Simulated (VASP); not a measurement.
Set up this calculation in VASP 6.6.1, as the native input.

- Task: single point
- Functional: LDA
- Potentials or basis: VASP PAW LDA potentials, release 64 (I)
- Cutoff: 520 eV
- k mesh: 2 × 2 × 2
- Occupations: gaussian, width 0.1 eV
- Spin: no spin polarisation
- Dipole correction: no
- Further INCAR settings: LREAL = Auto; ALGO = Normal; EDIFF = 1e-06; NBANDS = 66

The structure of I (a cell with a defect) lies in POSCAR:

```
I
1.0
   -7.2624143200      0.0000000000      4.7849893000
    0.0000000000     -9.7831136400      0.0000000000
    7.2624143200      0.0000000000      4.7849893000
I
15
Direct
    0.0727638640      0.8719079951      0.0744997881
    0.2909948448      0.6112177799      0.2920622584
    0.4997538453     -0.0005404210      0.5008830841
    0.1411562597      0.3667807747      0.1424464643
    0.0785138968      0.8773061743      0.5699690580
    0.3311900756      0.6216957324      0.8132308744
    0.4300871344      0.1210356992      0.9210717909
    0.1855075509      0.3761267768      0.6675723087
    0.5683986409      0.8781734851      0.0801250663
    0.8139412500      0.6226041344      0.3343309102
    0.9211445084      0.1212265383      0.4324129594
    0.6680209276      0.3773249638      0.1884395038
    0.8574829626      0.6320874138      0.8598308044
    0.9258735898      0.1269619311      0.9278653517
    0.7077972018      0.3876588926      0.7100709636
```

These files were run (other wordings do the same):

INCAR

```
SYSTEM = I
ALGO     = Normal         ! electronic algorithm
EDIFF    = 1E-6           ! SCF threshold, eV
ENCUT    = 520            ! plane-wave cutoff, eV
GGA      = CA             ! functional
ISIF     = 2              ! what is computed and relaxed
ISMEAR   = 0              ! smearing method
LASPH    = .True.         ! aspherical terms in the spheres
LCHARG   = .True.         ! write CHGCAR
LELF     = .True.         ! ELF
LREAL    = Auto         
LVHAR    = .True.       
LWAVE    = .False.        ! write WAVECAR
NBANDS   = 66             ! bands
NELM     = 100            ! most SCF steps
PREC     = Accurate       ! precision mode
SIGMA    = 0.1            ! smearing width, eV
```

KPOINTS

```
k-points
0
Gamma
  2 2 2
  0 0 0
```

Potentials or basis: VASP PAW LDA potentials, release 64 (I).

The run is started by

```console
$ cat potpaw_LDA.64/I/POTCAR > POTCAR
$ mpirun -np 1 vasp_std > vasp.out
```

It gave:

```yaml
Pressure: -1.9 GPa
Largest_force: 0.027 eV/Å
Band_gap_on_the_k_mesh: zero (an odd number of electrons rules out a gap without spin polarisation)
```

Caveat: the k points lie up to 0.39 Å⁻¹ apart, too coarse for converged energies and pressures of a metal; spin-orbit coupling is left out, which moves the levels of the heavy elements; an odd number of electrons without spin polarisation forces a metal; a magnetic or distorted state may lie lower.

Run time: 8 min on 1 thread of AMD EPYC 9R45 96-Core Processor (Zen 5), on a shared host, peak memory 0.57 GiB.
